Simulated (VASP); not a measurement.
Input of a VASP 6.6.1 run:

The input INCAR:

```
SYSTEM = KF
PREC     = Accurate       ! precision mode
ENCUT    = 520            ! plane-wave cutoff, eV
EDIFF    = 1E-6           ! SCF threshold, eV
ISMEAR   = -1             ! smearing method
SIGMA    = 0.02           ! smearing width, eV
LREAL    = .False.        ! projectors in reciprocal space
LASPH    = .True.         ! aspherical terms in the spheres
NELM     = 100            ! most SCF steps
ALGO     = Normal         ! electronic algorithm
ISIF     = 2              ! what is computed and relaxed
LWAVE    = .False.        ! write WAVECAR
LCHARG   = .True.         ! write CHGCAR
GGA      = PE             ! functional
LELF     = .True.         ! ELF
LVHAR    = .True.       
NBANDS   = 15             ! bands
```

The input KPOINTS:

```
Automatic mesh
0
Gamma
  7 7 7
  0 0 0
```

Contents of POSCAR:

```
KF
1.0
    0.0000000000      2.6718500000      2.6718500000
    2.6718500000      0.0000000000      2.6718500000
    2.6718500000      2.6718500000      0.0000000000
K F
1 1
Direct
    0.6269096319      0.0826945749      0.0826945749
    0.6230901810      0.4173054251      0.4173054251
```

Potentials or basis: VASP PAW PBE potentials, release 64 (K_sv, F).

Launch:

```sh
$ cat potpaw_PBE.64/K_sv/POTCAR potpaw_PBE.64/F/POTCAR > POTCAR
$ mpirun -np 1 vasp_std > vasp.out
```

(1) What does it give for the largest force?

(2) Estimate the band gap on the k mesh.

Answers

(1) 0.003 eV/Å.

(2) 5.16 eV, indirect (least direct gap 5.84 eV).
